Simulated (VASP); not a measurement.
# TaN (Fmm2) in VASP: single point with PBE

Aim: the single point of TaN with PBE.

Program: VASP 6.6.1. These are calculated values, not measurements. Logs are shortened: lines on timing, memory, paths and dates and some standing lists are left out, and cuts for length are marked.

## Step 1: The cell of the first run

It takes space group Fmm2 (No. 42, orthorhombic). Conventional cell: a = 4.365 Å, b = 4.519 Å, c = 4.365 Å, α = 90.00°, β = 90.00°, γ = 90.00°. Ta (site symmetry mm2) has 6 N at 2.09 to 2.28 Å within 2.8 Å. N (site symmetry mm2) has 6 Ta at 2.09 to 2.28 Å within 2.8 Å.

## Step 2: Single point, PBE (atoms displaced along a vibrational mode, the cell strained)

The input, INCAR:

```
PREC = Accurate
ENCUT = 520
EDIFF = 1E-6
ISMEAR = 0
SIGMA = 0.15
LREAL = False
LASPH = True
NELM = 100
ALGO = Normal
ISIF = 2
LWAVE = False
LCHARG = False
GGA = PE
NBANDS = 15
```

The input, KPOINTS:

```
Automatic mesh
0
Gamma
  18 18 18
```

The input, POSCAR:

```
TaN
1.0
    0.0000000000      2.1823877491      2.2595612725
    2.1823877491      0.0000000000      2.2595612725
    2.1823877491      2.1823877491      0.0000000000
Ta N
1 1
Direct
    0.4984171920      0.5015828080      0.5015828080
    0.0204473300     -0.0204473300     -0.0204473300
```

Potentials or basis: VASP PAW PBE potentials, release 64 (Ta_pv, N).

The run is started by

```
cat potpaw_PBE.64/Ta_pv/POTCAR potpaw_PBE.64/N/POTCAR > POTCAR
mpirun -np 1 vasp_std > vasp.out
```

OUTCAR:

```text
PREC = Accurate
   ENCUT = 520
   EDIFF = 1E-6
   ISMEAR = 0
   LREAL = False
   LASPH = True
   NELM = 100
   ISIF = 2
   GGA = PE

 ion  position               nearest neighbor table
   1  0.498  0.502  0.502-   2 2.09   2 2.18   2 2.18   2 2.26   2 2.26   2 2.28
   2  0.020  0.980  0.980-   1 2.09   1 2.18   1 2.18   1 2.26   1 2.26   1 2.28

  LATTYP: Found a body centered tetragonal cell.
 ALAT       =     3.0863623531
 C/A-ratio  =     1.4642229356

  Lattice vectors:

 A1 = (  -2.1823877491,   0.0000000000,   2.2595612725)
 A2 = (   2.1823877491,   0.0000000000,   2.2595612725)
 A3 = (   0.0000000000,   2.1823877491,  -2.2595612725)

Analysis of symmetry for initial positions (statically):
=====================================================================
 Subroutine PRICEL returns:
 Original cell was already a primitive cell.

 Routine SETGRP: Setting up the symmetry group for a
 body centered tetragonal supercell.

 Subroutine GETGRP returns: Found  4 space group operations
 (whereof  4 operations were pure point group operations)
 out of a pool of 16 trial point group operations.

The static configuration has the point symmetry C_2v.

Analysis of symmetry for dynamics (positions and initial velocities):
=====================================================================
 Subroutine PRICEL returns:
 Original cell was already a primitive cell.

 Routine SETGRP: Setting up the symmetry group for a
 body centered tetragonal supercell.

 Subroutine GETGRP returns: Found  4 space group operations
 (whereof  4 operations were pure point group operations)
 out of a pool of 16 trial point group operations.

The dynamic configuration has the point symmetry C_2v.

 Subroutine INISYM returns: Found  4 space group operations
 (whereof  4 operations are pure point group operations),
 and found     1 'primitive' translations

----------------------------------------------------------------------------------------

                                     Primitive cell

  volume of cell :      21.5238

  direct lattice vectors                    reciprocal lattice vectors
     0.000000000  2.182387749  2.259561273    -0.229106858  0.229106858  0.221281895
     2.182387749  0.000000000  2.259561273     0.229106858 -0.229106858  0.221281895
     2.182387749  2.182387749  0.000000000     0.229106858  0.229106858 -0.221281895

  length of vectors
     3.141406282  3.141406282  3.086362353     0.392358996  0.392358996  0.392358996

  position of ions in fractional coordinates (direct lattice)
     0.498417192  0.501582808  0.501582808
     0.020447330  0.979552670  0.979552670

  ion indices of the primitive-cell ions
   primitive index   ion index
                 1           1
                 2           2

----------------------------------------------------------------------------------------

 KPOINTS: Automatic mesh

Automatic generation of k-mesh.
 Grid dimensions read from file:
 generate k-points for:   18   18   18

 Generating k-lattice:

  Cartesian coordinates                     Fractional coordinates (reciprocal lattice)
    -0.012728159  0.012728159  0.012293439     0.055555556  0.000000000  0.000000000
     0.012728159 -0.012728159  0.012293439     0.000000000  0.055555556  0.000000000
     0.012728159  0.012728159 -0.012293439     0.000000000  0.000000000  0.055555556

  Length of vectors
     0.021797722  0.021797722  0.021797722

  Shift w.r.t. Gamma in fractional coordinates (k-lattice)
     0.000000000  0.000000000  0.000000000

 Subroutine IBZKPT returns following result:
 ===========================================

 Found    865 irreducible k-points:

 Following reciprocal coordinates:
            Coordinates               Weight
  0.000000  0.000000  0.000000      1.000000
  0.055556  0.000000  0.000000      8.000000
  0.111111  0.000000  0.000000      8.000000
  0.166667  0.000000  0.000000      8.000000
  0.222222  0.000000  0.000000      8.000000
  0.277778  0.000000  0.000000      8.000000
[... 16 lines left out ...]
 -0.277778  0.055556  0.000000      8.000000
 -0.222222  0.055556  0.000000      8.000000
 [... further k-points ...]
   k-points           NKPTS =    865   k-points in BZ     NKDIM =    865   number of bands    NBANDS=     15
   number of dos      NEDOS =    301   number of ions     NIONS =      2
   total plane-waves  NPLWV =  13824
   dimension x,y,z NGX =    24 NGY =   24 NGZ =   24
   dimension x,y,z NGXF=    48 NGYF=   48 NGZF=   48
   ions per type =               1   1
   NGX,Y,Z   is equivalent  to a cutoff of  12.70, 12.70, 12.93 a.u.
   NGXF,Y,Z  is equivalent  to a cutoff of  25.40, 25.40, 25.86 a.u.
 SYSTEM =  unknown system
   PREC   = accura    normal or accurate (medium, high low for compatibility)
   ISTART =      0    job   : 0-new  1-cont  2-samecut
   ICHARG =      2    charge: 1-file 2-atom 10-const
   ISPIN  =      1    spin polarized calculation?
   LNONCOLLINEAR =      F non collinear calculations
   LSORBIT =      F    spin-orbit coupling
   LASPH  =      T    aspherical Exc in radial PAW
   ENCUT  =  520.0 eV  38.22 Ry    6.18 a.u.   5.84  5.84  5.74*2*pi/ulx,y,z
   NELM   =    100;   NELMIN=  2; NELMDL= -5     # of ELM steps
   EDIFF  = 0.1E-05   stopping-criterion for ELM
   LREAL  =      F    real-space projection
   EDIFFG = 0.1E-04   stopping-criterion for IOM
   NSW    =      0    number of steps for IOM
   IBRION =     -1    ionic relax: 0-MD 1-quasi-New 2-CG
   NFREE  =      0    steps in history (QN), initial steepest desc. (CG)
   ISIF   =      2    stress and relaxation
   ISYM   =      2    0-nonsym 1-usesym 2-fastsym
   POTIM  = 0.5000    time-step for ionic-motion
   TEBEG  =    0.0;   TEEND  =   0.0 temperature during run
   PSTRESS=    0.0 pullay stress
   NELECT =      16.0000    total number of electrons
   NUPDOWN=      -1.0000    fix difference up-down
   EMIN   =  10.00;   EMAX   =-10.00  energy-range for DOS
   EFERMI =   0.00;   METHOD = LEGACY
   ISMEAR =     0;   SIGMA  =   0.15  broadening in eV -4-tet -1-fermi 0-gaus
   EFERMI_NEDOS =   21; number of points for ismear=-14 and -15
   IALGO  =     38    algorithm
   IMIX   =      4    mixing-type and parameters
     AMIX     =   0.40;   BMIX     =  1.00
     AMIX_MAG =   1.60;   BMIX_MAG =  1.00
  volume/ion in A,a.u.               =      10.76        72.62
  Fermi-wavevector in a.u.,A,eV,Ry     =   1.483003  2.802470 29.923285  2.199299
  Thomas-Fermi vector in A             =   2.596719
   LORBIT       =      0    0 simple, 1 ext, 2 COOP (PROOUT), +10 PAW based schemes
   GGA     = PE    functional components
   LHFCALC =     F    Hartree Fock is set to
   AEXX    =    0.0000 exact exchange contribution
   IVDW    =     0    specifies the selected vdW correction
   LEPSILON=     F    determine dielectric tensor
   LRPA    =     F    only Hartree local field effects (RPA)
 non-spin polarized calculation
 Gauss-broadening in eV      SIGMA  =   0.15
  energy-cutoff  :      520.00
  volume of cell :       21.52
 maximum number of plane-waves:       604
   NGX = 11   NGY = 11   NGZ = 11

 number of electron      16.0000002 magnetization

 Free energy of the ion-electron system (eV)
  ---------------------------------------------------
  ext. energy  EPLUGINS =         0.00000000
  ---------------------------------------------------
  free energy    TOTEN  =       -21.76066858 eV

  energy without entropy =      -21.75073963  energy(sigma->0) =      -21.75570410

 E-fermi :   9.3911     XC(G=0): -13.3634

 val. band max:        9.3903247337   @ k =   0.1111   0.0000   0.1111
 cond. band min:       9.3942437814   @ k =  -0.0556   0.1667   0.1111
 fundamental gap:      0.0039190478
 Fermi energy:         9.3910986819

 k-point     1 :       0.0000    0.0000    0.0000
  band No.  band energies     occupation
      1     -26.3870      2.00000
      2     -26.3703      2.00000
      3     -26.3584      2.00000
      4      -9.3628      2.00000
      5       5.3244      2.00000
      6       5.3502      2.00000
      7       5.4500      2.00000
      8       7.4071      2.00000
      9       7.4960      2.00000
     10       7.7105      2.00000
     11       9.0610      1.99814
     12       9.9443      0.00000
     13      11.0665      0.00000
     14      18.7959      0.00000
     15      21.7780      0.00000

 k-point     2 :       0.0556    0.0000    0.0000
  band No.  band energies     occupation
      1     -26.4034      2.00000
      2     -26.3800      2.00000
      3     -26.3638      2.00000
      4      -9.2893      2.00000
      5       4.8750      2.00000
      6       5.1171      2.00000
      7       5.3822      2.00000
      8       7.4012      2.00000
      9       7.6168      2.00000
     10       7.8004      2.00000
     11       9.3872      1.02949
     12      10.2536      0.00000
     13      11.3059      0.00000
     14      19.0264      0.00000
     15      21.7778      0.00000

 k-point     3 :       0.1111    0.0000    0.0000
  band No.  band energies     occupation
      1     -26.4755      2.00000
      2     -26.3918      2.00000
      3     -26.3701      2.00000
      4      -9.0752      2.00000
      5       4.0779      2.00000
      6       4.5979      2.00000
      7       4.8698      2.00000
      8       7.6034      2.00000
      9       7.8420      2.00000
     10       8.0155      2.00000
     11      10.1631      0.00000
     12      11.0245      0.00000
     13      11.9323      0.00000
     14      19.6753      0.00000
     15      21.7775      0.00000
[... 343 lines left out ...]
 k-point    23 :      -0.2778    0.0556    0.0000
  band No.  band energies     occupation
      1     -26.9199      2.00000
      2     -26.4724      2.00000
      3     -26.3914      2.00000
      4      -7.5929      2.00000
      5       0.9309      2.00000
      6       2.6257      2.00000
      7       2.8451      2.00000
      8       8.9125      1.99999
      9       9.3590      1.23755
     10      10.1867      0.00000
     11      12.5800      0.00000
     12      14.8992      0.00000
     13      15.3363      0.00000
     14      21.6107      0.00000
     15      21.8281      0.00000

 k-point    24 :      -0.2222    0.0556    0.0000
  band No.  band energies     occupation
      1     -26.7845      2.00000
      2     -26.4546      2.00000
      3     -26.3806      2.00000
      4      -8.0768      2.00000
      5       1.7851      2.00000
      6       3.0974      2.00000
      7       3.3435      2.00000
      8       8.4491      2.00000
      9       8.8142      2.00000
     10       9.4661      0.47978
     11      11.5858      0.00000
     12      14.1884      0.00000
     13      14.3548      0.00000
     14      21.7245      0.00000
     15      21.8191      0.00000

 [... further k-points ...]

------------------------ aborting loop because EDIFF is reached ----------------------------------------

  FORCE on cell =-STRESS in cart. coord.  units (eV):
  Direction    XX          YY          ZZ          XY          YZ          ZX
  --------------------------------------------------------------------------------------
  -------------------------------------------------------------------------------------
  Total        1.7191591      1.1153856     -1.3107557      0.0000000      0.0000000      0.0000000
  in kB      127.9701598     83.0266801    -97.5695672      0.0000000      0.0000000      0.0000000
  external PRESSURE =      37.8090909 kB  Pullay stress =       0.0000000 kB

 VOLUME and BASIS-vectors are now :
 -----------------------------------------------------------------------------
  energy-cutoff  :      520.00
  volume of cell :       21.52
      direct lattice vectors                 reciprocal lattice vectors
     0.000000000  2.182387749  2.259561273    -0.229106858  0.229106858  0.221281895
     2.182387749  0.000000000  2.259561273     0.229106858 -0.229106858  0.221281895
     2.182387749  2.182387749  0.000000000     0.229106858  0.229106858 -0.221281895

 POSITION                                       TOTAL-FORCE (eV/Angst)
 -----------------------------------------------------------------------------------
      2.18930      2.18239      2.25956        -0.911434      0.000000      0.000000
      4.27553      2.18239      2.25956         0.911434      0.000000      0.000000
 -----------------------------------------------------------------------------------
    total drift:                                0.000072     -0.000000     -0.000000

  FREE ENERGIE OF THE ION-ELECTRON SYSTEM (eV)
  ---------------------------------------------------
  free  energy   TOTEN  =       -21.7606685757 eV

  energy  without entropy=      -21.7507396278  energy(sigma->0) =      -21.75570410
```

Wall time 70 s (1 thread of Intel Xeon 6975P-C (Granite Rapids), shared host); peak memory 0.38 GiB.

What came out:

```
Free energy            : -21.7607 eV
Pressure               : 3.8 GPa
Largest force          : 0.911 eV/Å
Band gap on the k mesh : zero (bands 8 and 9 overlap by 3.64 eV)
```

Forces in eV/Å, atoms in the order of the input:
```
Ta  -0.911  0.000  0.000
N    0.911  0.000  0.000
```

Levels at points of the mesh, in eV from the Fermi level:
```csv
k point,band 5,band 6,band 7,band 8,band 9,band 10,band 11,band 12
"(0.00, 0.00, 0.00)",-4.07,-4.04,-3.94,-1.98,-1.90,-1.68,-0.33,0.55
"(0.50, 0.00, 0.00)",-10.25,-7.49,-7.46,1.74,1.91,2.10,3.74,6.84
"(0.50, 0.50, 0.00)",-6.83,-5.77,-4.54,-4.00,2.18,3.48,3.49,4.30
"(0.50, 0.00, 0.50)",-6.49,-5.84,-4.63,-4.21,2.10,3.26,3.74,4.47
"(0.00, 0.50, 0.50)",-6.46,-5.37,-4.71,-4.60,2.04,3.25,3.73,4.43
```

Caveat: the cell differs from its parent crystal (atoms displaced along a vibrational mode, the cell strained); the cell stands under pressure; spin-orbit coupling is left out, which moves the levels of the heavy elements.
